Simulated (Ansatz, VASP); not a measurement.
## BaS in VASP and in Ansatz

```
Ba S
1.0
     0.00000    3.14881    3.14881
     3.14881    0.00000    3.14881
     3.14881    3.14881    0.00000
Ba S
1 1
Direct
  0.00000 0.00000 0.00000
  0.50000 0.50000 0.50000
```

Alike in both runs: task single point; functional PBE; k mesh 6 × 6 × 6; no spin polarisation.

|  | VASP | Ansatz |
| --- | --- | --- |
| version | VASP 6.6.1 | Ansatz 0.2.0 |
| potentials or method | VASP PAW PBE potentials, release 64 (Ba_sv, S) | plane waves, PAW |
| plane-wave cutoff (eV) | 520 | 420 |
| occupations | gaussian, width 0.01 eV | fixed |
| valence electrons in the cell | 16 | 16 |

```csv
,VASP,Ansatz,Ansatz less VASP
gap on the k mesh at the Fermi level (eV),2.03,2.14,+0.109
pressure (GPa),3.7,3.0,-0.70
```

Neither program's run includes spin-orbit coupling.
